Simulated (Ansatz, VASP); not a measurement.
# Ta2H3 in VASP and in Ansatz

```
CELL_PARAMETERS angstrom
5.76250 0.00000 0.00000
0.00000 5.76250 0.00000
0.00000 0.00000 2.85713
ATOMIC_POSITIONS crystal
Ta 0.28624 0.78624 0.00000
Ta 0.21376 0.28624 0.00000
Ta 0.71376 0.21376 0.00000
Ta 0.78624 0.71376 0.00000
H 0.00000 0.00000 0.00000
H 0.50000 0.50000 0.00000
H 0.11893 0.61893 0.50000
H 0.38107 0.11893 0.50000
H 0.88107 0.38107 0.50000
H 0.61893 0.88107 0.50000
```

Alike in both runs: functional PBE; k mesh 8 × 8 × 14; occupations gaussian, width 0.1 eV; no spin polarisation.

Ansatz relaxed the structure, and its values are those at the end. VASP's run is a single point on that final structure, the one shown.

|  | VASP | Ansatz |
| --- | --- | --- |
| version | VASP 6.6.1 | Ansatz 0.2.0 |
| potentials or method | VASP PAW PBE potentials, release 64 (Ta_pv, H), cutoff 520 eV | scalar-relativistic, plane waves, PAW |
| valence electrons in the cell | 50 | 58 |

|  | VASP | Ansatz | Ansatz less VASP |
| --- | --- | --- | --- |
| gap on the k mesh at the Fermi level (eV) | none | none | - |
| pressure (GPa) | 0.1 | 0.0 | -0.07 |

A gap of «none» marks a metal or a gap that the smearing closes. VASP's potentials hold 50 valence electrons a cell and Ansatz's 58, so a difference there can come from the potentials and not from the codes.

Neither program's run includes spin-orbit coupling.
